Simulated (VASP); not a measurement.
Input of a VASP 6.6.1 run:

File INCAR:

```
SYSTEM = Mn
  PREC = Accurate
  ENCUT = 520
  EDIFF = 1E-6
  ISMEAR = 0
  SIGMA = 0.1
  LREAL = .False.
  LASPH = .True.
  NELM = 150
  ALGO = Normal
  ISIF = 2
  LWAVE = .False.
  LCHARG = .False.
  ISPIN = 2
  MAGMOM = 4
  LORBIT = 11
  LMAXMIX = 4
  GGA = PE
  NBANDS = 16
```

KPOINTS

```
regular mesh
0
Gamma
  8 8 8
  0 0 0
```

The input POSCAR:

```
Mn
1.0
    0.0000000000      1.9640544454      1.9640544454
    1.9640544454      0.0000000000      1.9640544454
    1.9640544454      1.9640544454      0.0000000000
Mn
1
Direct
    0.0000000000      0.0000000000      0.0000000000
```

Potentials or basis: VASP PAW PBE potentials, release 64 (Mn_pv).

Launch:

```sh
$ cat potpaw_PBE.64/Mn_pv/POTCAR > POTCAR
$ mpirun -np 1 vasp_std > vasp.out
```

Question: Predict the pressure.

Answer: -2.1 GPa.

Question: What does it give for the site moments?

Answer: Mn +3.51 μB.

Question: What does it give for the net moment?

Answer: 3.66 μB per cell.

Caveat: the cell differs from its parent crystal (Re replaced by Mn, lengths x 0.952, strained).
